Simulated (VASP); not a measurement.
Wanted: the native input for a VASP 6.6.1 run.

```
Task                   : relaxation of cell and atoms
Functional             : PBE
Potentials or basis    : VASP PAW PBE potentials, release 64 (Bi_d, H, Pb_d)
Cutoff                 : 600 eV
k mesh                 : 8 × 8 × 8
Occupations            : gaussian, width 0.1 eV
Spin                   : no spin polarisation
Dipole correction      : no
Further INCAR settings : ALGO = Normal; EDIFF = 1e-06; IBRION = 2; EDIFFG = -0.01; NSW = 100; ISIF = 3
```

The structure of BiH3Pb lies in POSCAR:

```
BiH3Pb
1.0
    4.4219192900      0.0000000000      0.0000000000
    0.0000000000      4.4219192900      0.0000000000
    0.0000000000      0.0000000000      4.4219192900
Bi H Pb
1 3 1
Direct
    0.5000000000      0.5000000000      0.5000000000
    0.5000000000      0.0000000000      0.5000000000
    0.5000000000      0.5000000000      0.0000000000
    0.0000000000      0.5000000000      0.5000000000
    0.0000000000      0.0000000000      0.0000000000
```

The cell was built from a structure type or drawn by symmetry, and may not be a known phase.

One way to write it, as run:

INCAR

```
SYSTEM = BiH3Pb
PREC = Accurate ; ENCUT = 600
EDIFF = 1E-6 ; ISMEAR = 0
SIGMA = 0.1 ; LREAL = .FALSE.
LASPH = .TRUE. ; NELM = 60
ALGO = Normal ; ISIF = 3
LWAVE = .FALSE. ; LCHARG = .FALSE.
GGA = PE ; IBRION = 2
NSW = 100 ; EDIFFG = -0.01
```

KPOINTS

```
Automatic mesh
0
G
  8 8 8
  0 0 0
```

Potentials or basis: VASP PAW PBE potentials, release 64 (Bi_d, H, Pb_d).

Run with:

```console
$ cat potpaw_PBE.64/Bi_d/POTCAR potpaw_PBE.64/H/POTCAR potpaw_PBE.64/Pb_d/POTCAR > POTCAR
$ mpirun -np 1 vasp_std > vasp.out
```

Results of the run:

The relaxed volume is 16.42 Å³/atom. The relaxed cell is a = 4.346 Å, b = 4.346 Å, c = 4.346 Å, α = 90.00°, β = 90.00°, γ = 90.00°. The space group after relaxing (to 0.1 Å) is Pm-3m (No. 221), the energy gained by relaxing is 5.4 meV/atom and the ionic steps are 4. The pressure after relaxing is 0.0 GPa and the band gap on the k mesh is zero (bands 16 and 17 overlap by 2.22 eV).

Caveat: spin-orbit coupling is left out, which moves the levels of the heavy elements.

It took 2.1 min on 1 thread of Intel(R) Xeon(R) Platinum 8259CL CPU @ 2.50GHz (Skylake/Cascade Lake) (shared host), peak memory 0.27 GiB.
